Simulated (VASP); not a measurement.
Write the native input for VASP 6.6.1 that does the following.

```yaml
Task: single point
Functional: BLYP
Potentials_or_basis: VASP PAW PBE potentials, release 64 (C)
Cutoff: 520 eV
k_mesh: 12 × 12 × 3
Occupations: fermi-dirac, width 0.05 eV
Spin: no spin polarisation
Dipole_correction: no
Further_INCAR_settings: ALGO = Normal; EDIFF = 1e-07; NBANDS = 36
```

The structure of C lies in POSCAR:

```
C
1.0
    2.5387720833      0.0000000000      0.0000000000
   -1.2693860417      2.1986411186      0.0000000000
    0.0000000000      0.0000000000     12.5197046633
C
12
Direct
    0.6666666667      0.3333333333      0.3549169395
    0.3333333333      0.6666666667      0.8549169395
    0.6666666667      0.3333333333      0.1450830605
    0.3333333333      0.6666666667      0.6450830605
    0.6666666667      0.3333333333      0.4792413277
    0.3333333333      0.6666666667      0.9792413277
    0.6666666667      0.3333333333      0.0207586723
    0.3333333333      0.6666666667      0.5207586723
    0.0000000000      0.0000000000      0.8131794260
    0.0000000000      0.0000000000      0.3131794260
    0.0000000000      0.0000000000      0.6868205740
    0.0000000000      0.0000000000      0.1868205740
```

These files were run (other wordings do the same):

INCAR

```
PREC = Accurate ; ENCUT = 520
EDIFF = 1E-7 ; ISMEAR = -1
SIGMA = 0.05 ; LREAL = F
LASPH = T ; NELM = 100
ALGO = Normal ; ISIF = 2
LWAVE = F ; LCHARG = T
GGA = B5 ; ALDAX = 1.0
AGGAX = 1.0 ; AGGAC = 1.0
ALDAC = 0.0 ; LELF = T
LVHAR = T ; NBANDS = 36
```

KPOINTS

```
Automatic mesh
0
Gamma
  12 12 3
```

Potentials or basis: VASP PAW PBE potentials, release 64 (C).

The run is started by

```console
$ cat potpaw_PBE.64/C/POTCAR > POTCAR
$ mpirun -np 1 vasp_std > vasp.out
```

Results of the run:

```yaml
Pressure: 0.7 GPa
Band_gap_on_the_k_mesh: 4.68 eV (least direct gap 5.49 eV)
```

Caveat: the PAW data sets were made with another functional, which shifts forces and pressure a little; an odd mesh through Γ misses points on the zone boundary, where band edges can lie.

Wall time 2.5 min on 1 thread of Intel Xeon 8259CL, on a shared host, peak memory 0.21 GiB.
